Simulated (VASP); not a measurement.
# AlN (Cm) in VASP: single point with PBEsol

Aim: the single point of AlN with PBEsol.

Program: VASP 6.6.1. These are calculated values, not measurements. Logs are shortened: lines on timing, memory, paths and dates and some standing lists are left out, and cuts for length are marked.

### 1 The cell of the first run

The structure is monoclinic, space group Cm (No. 8). Conventional cell: a = 5.393 Å, b = 3.114 Å, c = 10.036 Å, α = 90.00°, β = 105.59°, γ = 90.00°. Al (site symmetry m) has 5 N at 1.89 to 2.23 Å and 1 Al at 2.37 Å within 2.5 Å. Within 2.5 Å of Al (site symmetry m) lie 4 N at 1.89 to 1.90 Å. Al (site symmetry m) has 4 N at 1.89 to 1.90 Å and 1 Al at 2.37 Å within 2.5 Å. Al (site symmetry m) has 4 N at 1.89 to 1.90 Å within 2.5 Å. N (site symmetry m) has 5 Al at 1.89 to 2.23 Å and 1 N at 2.37 Å within 2.5 Å. Within 2.5 Å of N (site symmetry m) lie 4 Al at 1.89 to 1.90 Å. Within 2.5 Å of N (site symmetry m) lie 4 Al at 1.89 to 1.90 Å. N (site symmetry m) has 4 Al at 1.89 to 1.90 Å and 1 N at 2.37 Å within 2.5 Å.

### 2 Single point, PBEsol (the part above a cut slid along it)

File INCAR:

```
SYSTEM = AlN
PREC = Accurate
ENCUT = 520
EDIFF = 1E-7
ISMEAR = 0
SIGMA = 0.05
LREAL = .False.
LASPH = .True.
NELM = 80
ALGO = Normal
ISIF = 2
LWAVE = .False.
LCHARG = .False.
GGA = PS
ISYM = 0
NBANDS = 26
```

File KPOINTS:

```
Automatic mesh
0
Gamma
  8 8 3
  0 0 0
```

File POSCAR:

```
AlN
1.0
   -3.1135599822      0.0000000000      0.0000000000
   -1.5567799911     -2.6964220408      0.0000000000
   -0.7783899956     -1.3482110204      9.6667009506
Al N
4 4
Direct
    0.3333333333     -0.1329545695      0.9325758056
    0.3333333333      0.1248040237      0.4170586192
    0.6666666667      0.5870166536      0.1593000261
    0.6666666667      0.3292580605      0.6748172124
    0.3333333333      0.2841040498      0.0984585671
    0.3333333333      0.0263454566      0.6139757535
    0.6666666667      0.4885580865      0.3562171603
    0.6666666667      0.2307994934      0.8717343466
```

Potentials or basis: VASP PAW PBE potentials, release 64 (Al, N).

Launch:

```bash
cat potpaw_PBE.64/Al/POTCAR potpaw_PBE.64/N/POTCAR > POTCAR
mpirun -np 1 vasp_std > vasp.out
```

OUTCAR:

```text
SYSTEM = AlN
   PREC = Accurate
   ENCUT = 520
   EDIFF = 1E-7
   ISMEAR = 0
   LREAL = .False.
   LASPH = .True.
   NELM = 80
   ISIF = 2
   GGA = PS
   ISYM = 0

 ion  position               nearest neighbor table
   1  0.333  0.867  0.933-   8 1.89   8 1.89   8 1.89   5 2.23   5 2.23   3 2.37   4 3.07   4 3.07
                             4 3.07   3 3.23   3 3.23
   2  0.333  0.125  0.417-   7 1.89   7 1.89   7 1.89   6 1.90   3 3.07   3 3.07   3 3.07   4 3.07
                             4 3.07   4 3.07
   3  0.667  0.587  0.159-   5 1.89   5 1.89   5 1.89   7 1.90   1 2.37   2 3.07   2 3.07   2 3.07
                             1 3.23   1 3.23
   4  0.667  0.329  0.675-   6 1.89   6 1.89   6 1.89   8 1.90   2 3.07   2 3.07   1 3.07   1 3.07
                             1 3.07   2 3.07
   5  0.333  0.284  0.098-   3 1.89   3 1.89   3 1.89   1 2.23   1 2.23
   6  0.333  0.026  0.614-   4 1.89   4 1.89   4 1.89   2 1.90
   7  0.667  0.489  0.356-   2 1.89   2 1.89   2 1.89   3 1.90
   8  0.667  0.231  0.872-   1 1.89   1 1.89   1 1.89   4 1.90

IMPORTANT INFORMATION: All symmetrisations will be switched off!
NOSYMM: (Re-)initialisation of all symmetry stuff for point group C_1.

----------------------------------------------------------------------------------------

                                     Primitive cell

  volume of cell :      81.1565

  direct lattice vectors                    reciprocal lattice vectors
    -3.113559982  0.000000000  0.000000000    -0.321175762  0.185430913 -0.000000000
    -1.556779991 -2.696422041  0.000000000     0.000000000 -0.370861825 -0.051723954
    -0.778389996 -1.348211020  9.666700951     0.000000000  0.000000000  0.103447909

  length of vectors
     3.113559982  3.113559982  9.791254833     0.370861825  0.374451413  0.103447909

  position of ions in fractional coordinates (direct lattice)
     0.333333333  0.867045430  0.932575806
     0.333333333  0.124804024  0.417058619
     0.666666667  0.587016654  0.159300026
     0.666666667  0.329258061  0.674817212
     0.333333333  0.284104050  0.098458567
     0.333333333  0.026345457  0.613975754
     0.666666667  0.488558086  0.356217160
     0.666666667  0.230799493  0.871734347

  ion indices of the primitive-cell ions
   primitive index   ion index
                 1           1
                 2           2
                 3           3
                 4           4
                 5           5
                 6           6
                 7           7
                 8           8

----------------------------------------------------------------------------------------

 KPOINTS: Automatic mesh

Automatic generation of k-mesh.
 Grid dimensions read from file:
 generate k-points for:    8    8    3

 Generating k-lattice:

  Cartesian coordinates                     Fractional coordinates (reciprocal lattice)
    -0.040146970  0.023178864 -0.000000000     0.125000000  0.000000000 -0.000000000
     0.000000000 -0.046357728 -0.006465494     0.000000000  0.125000000 -0.000000000
     0.000000000  0.000000000  0.034482636     0.000000000  0.000000000  0.333333333

  Length of vectors
     0.046357728  0.046806427  0.034482636

  Shift w.r.t. Gamma in fractional coordinates (k-lattice)
     0.000000000  0.000000000  0.000000000

 -----------------------------------------------------------------------------
|                                                                             |
|           W    W    AA    RRRRR   N    N  II  N    N   GGGG   !!!           |
|           W    W   A  A   R    R  NN   N  II  NN   N  G    G  !!!           |
|           W    W  A    A  R    R  N N  N  II  N N  N  G       !!!           |
|           W WW W  AAAAAA  RRRRR   N  N N  II  N  N N  G  GGG   !            |
|           WW  WW  A    A  R   R   N   NN  II  N   NN  G    G                |
|           W    W  A    A  R    R  N    N  II  N    N   GGGG   !!!           |
|                                                                             |
|     Your reciprocal lattice and k-lattice belong to different lattice       |
|     classes:                                                                |
|                                                                             |
|        The reciprocal lattice is body-centered orthorhombic,                |
|        whereas your k-lattice is base-centered monoclinic.                  |
|                                                                             |
|     Results are often still useful ...                                      |
|                                                                             |
 -----------------------------------------------------------------------------

 WARNING: IBZKPT: internal override: KBLOWUP is changed to .FALSE.
      ... skipping the blow-up phase ...

 Subroutine IBZKPT returns following result:
 ===========================================

 Found     98 irreducible k-points:

 Following reciprocal coordinates:
            Coordinates               Weight
  0.000000  0.000000  0.000000      1.000000
  0.125000  0.000000 -0.000000      2.000000
  0.250000  0.000000 -0.000000      2.000000
  0.375000  0.000000 -0.000000      2.000000
  0.500000  0.000000 -0.000000      1.000000
  0.000000  0.125000  0.000000      2.000000
[... 16 lines left out ...]
  0.125000  0.375000  0.000000      2.000000
  0.250000  0.375000  0.000000      2.000000
 [... further k-points ...]
   k-points           NKPTS =     98   k-points in BZ     NKDIM =     98   number of bands    NBANDS=     26
   number of dos      NEDOS =    301   number of ions     NIONS =      8
   total plane-waves  NPLWV =  46080
   dimension x,y,z NGX =    24 NGY =   24 NGZ =   80
   dimension x,y,z NGXF=    48 NGYF=   48 NGZF=  160
   ions per type =               4   4
   NGX,Y,Z   is equivalent  to a cutoff of  12.81, 12.81, 13.58 a.u.
   NGXF,Y,Z  is equivalent  to a cutoff of  25.63, 25.63, 27.17 a.u.
 SYSTEM =  AlN
   PREC   = accura    normal or accurate (medium, high low for compatibility)
   ISTART =      0    job   : 0-new  1-cont  2-samecut
   ICHARG =      2    charge: 1-file 2-atom 10-const
   ISPIN  =      1    spin polarized calculation?
   LNONCOLLINEAR =      F non collinear calculations
   LSORBIT =      F    spin-orbit coupling
   LASPH  =      T    aspherical Exc in radial PAW
   ENCUT  =  520.0 eV  38.22 Ry    6.18 a.u.   5.79  5.79 18.21*2*pi/ulx,y,z
   NELM   =     80;   NELMIN=  2; NELMDL= -5     # of ELM steps
   EDIFF  = 0.1E-06   stopping-criterion for ELM
   LREAL  =      F    real-space projection
   EDIFFG = 0.1E-05   stopping-criterion for IOM
   NSW    =      0    number of steps for IOM
   IBRION =     -1    ionic relax: 0-MD 1-quasi-New 2-CG
   NFREE  =      0    steps in history (QN), initial steepest desc. (CG)
   ISIF   =      2    stress and relaxation
   ISYM   =      0    0-nonsym 1-usesym 2-fastsym
   POTIM  = 0.5000    time-step for ionic-motion
   TEBEG  =    0.0;   TEEND  =   0.0 temperature during run
   PSTRESS=    0.0 pullay stress
   NELECT =      32.0000    total number of electrons
   NUPDOWN=      -1.0000    fix difference up-down
   EMIN   =  10.00;   EMAX   =-10.00  energy-range for DOS
   EFERMI =   0.00;   METHOD = LEGACY
   ISMEAR =     0;   SIGMA  =   0.05  broadening in eV -4-tet -1-fermi 0-gaus
   EFERMI_NEDOS =   21; number of points for ismear=-14 and -15
   IALGO  =     38    algorithm
   IMIX   =      4    mixing-type and parameters
     AMIX     =   0.40;   BMIX     =  1.00
     AMIX_MAG =   1.60;   BMIX_MAG =  1.00
  volume/ion in A,a.u.               =      10.14        68.46
  Fermi-wavevector in a.u.,A,eV,Ry     =   1.200467  2.268554 19.607654  1.441122
  Thomas-Fermi vector in A             =   2.336303
   LORBIT       =      0    0 simple, 1 ext, 2 COOP (PROOUT), +10 PAW based schemes
   GGA     = PS    functional components
   LHFCALC =     F    Hartree Fock is set to
   AEXX    =    0.0000 exact exchange contribution
   IVDW    =     0    specifies the selected vdW correction
   LEPSILON=     F    determine dielectric tensor
   LRPA    =     F    only Hartree local field effects (RPA)
 non-spin polarized calculation
 Gauss-broadening in eV      SIGMA  =   0.05
  energy-cutoff  :      520.00
  volume of cell :       81.16
 maximum number of plane-waves:      2206
   NGX = 11   NGY = 11   NGZ = 37

 number of electron      31.9999999 magnetization

 Free energy of the ion-electron system (eV)
  ---------------------------------------------------
  ext. energy  EPLUGINS =         0.00000000
  ---------------------------------------------------
  free energy    TOTEN  =       -60.43409246 eV

  energy without entropy =      -60.43409246  energy(sigma->0) =      -60.43409246

 E-fermi :   7.5975     XC(G=0): -11.2739

 val. band max:        7.3160385598   @ k =   0.0000   0.0000   0.0000
 cond. band min:       9.1588153958   @ k =   0.5000   0.0000   0.3333
 fundamental gap:      1.8427768361
 Fermi energy:         7.5975162178

 k-point     1 :       0.0000    0.0000    0.0000
  band No.  band energies     occupation
      1      -9.2721      2.00000
      2      -8.0002      2.00000
      3      -7.6085      2.00000
      4      -6.3023      2.00000
      5       0.3563      2.00000
      6       3.1341      2.00000
[... 18 lines left out ...]
     25      17.4478      0.00000
     26      17.5501      0.00000

 k-point     2 :       0.1250    0.0000   -0.0000
  band No.  band energies     occupation
      1      -9.0719      2.00000
      2      -7.8218      2.00000
      3      -7.4344      2.00000
      4      -6.1923      2.00000
      5       0.5900      2.00000
      6       2.9829      2.00000
[... 18 lines left out ...]
     25      17.1803      0.00000
[... 608 lines left out ...]
     25      16.9677      0.00000
     26      17.5401      0.00000

 k-point    24 :       0.2500    0.3750    0.0000
  band No.  band energies     occupation
      1      -7.9930      2.00000
      2      -7.0149      2.00000
      3      -6.4515      2.00000
      4      -5.7583      2.00000
      5       0.3784      2.00000
      6       1.7303      2.00000
[... 18 lines left out ...]
     25      17.0353      0.00000
     26      17.4856      0.00000

 [... further k-points ...]

------------------------ aborting loop because EDIFF is reached ----------------------------------------

  FORCE on cell =-STRESS in cart. coord.  units (eV):
  Direction    XX          YY          ZZ          XY          YZ          ZX
  --------------------------------------------------------------------------------------
  -------------------------------------------------------------------------------------
  Total       -0.3321550     -4.3984119     10.5701028     -3.5214501     -0.7854910      1.3603654
  in kB       -6.5573449    -86.8326568    208.6730696    -69.5198352    -15.5070216     26.8560892
  external PRESSURE =      38.4276893 kB  Pullay stress =       0.0000000 kB

 VOLUME and BASIS-vectors are now :
 -----------------------------------------------------------------------------
  energy-cutoff  :      520.00
  volume of cell :       81.16
      direct lattice vectors                 reciprocal lattice vectors
    -3.113559982  0.000000000  0.000000000    -0.321175762  0.185430913 -0.000000000
    -1.556779991 -2.696422041  0.000000000     0.000000000 -0.370861825 -0.051723954
    -0.778389996 -1.348211020  9.666700951     0.000000000  0.000000000  0.103447909

 POSITION                                       TOTAL-FORCE (eV/Angst)
 -----------------------------------------------------------------------------------
     -3.11356     -3.59523      9.01493         1.016441     -0.586822     -2.524152
     -1.55678     -0.89881      4.03158         0.000075     -0.000017      0.247290
     -3.11356     -1.79761      1.53991        -0.985222      0.568833      3.530745
     -3.11356     -1.79761      6.52326        -0.114636      0.066205      0.136504
     -1.55678     -0.89881      0.95177         1.180133     -0.681172      1.218329
     -1.55678     -0.89881      5.93512        -0.045537      0.026157     -0.334720
     -3.11356     -1.79761      3.44344         0.100688     -0.058180     -0.292995
     -3.11356     -1.79761      8.42680        -1.151942      0.664997     -1.981000
 -----------------------------------------------------------------------------------
    total drift:                               -0.000171     -0.000067      0.000367

  FREE ENERGIE OF THE ION-ELECTRON SYSTEM (eV)
  ---------------------------------------------------
  free  energy   TOTEN  =       -60.4340924619 eV

  energy  without entropy=      -60.4340924619  energy(sigma->0) =      -60.43409246
```

Run time: 2 min. Hardware: 1 thread of AMD EPYC 9R45 (Zen 5), shared host; peak memory 0.26 GiB.

Results:

- Free energy: -60.4341 eV
- Pressure: 3.8 GPa
- Largest force: 3.710 eV/Å
- Band gap on the k mesh: 1.84 eV (least direct gap 2.42 eV)

Forces in eV/Å, atoms in the order of the input:
```
Al   1.016 -0.587 -2.524
Al   0.000  0.000  0.247
Al  -0.985  0.569  3.531
Al  -0.115  0.066  0.137
N    1.180 -0.681  1.218
N   -0.046  0.026 -0.335
N    0.101 -0.058 -0.293
N   -1.152  0.665 -1.981
```

Caveat: the cell differs from its parent crystal (the part above a cut slid along it); the stress differs along the axes, from -9 to 21 GPa; the PAW data sets were made with another functional, which shifts forces and pressure a little. A k mesh can miss the band edges.
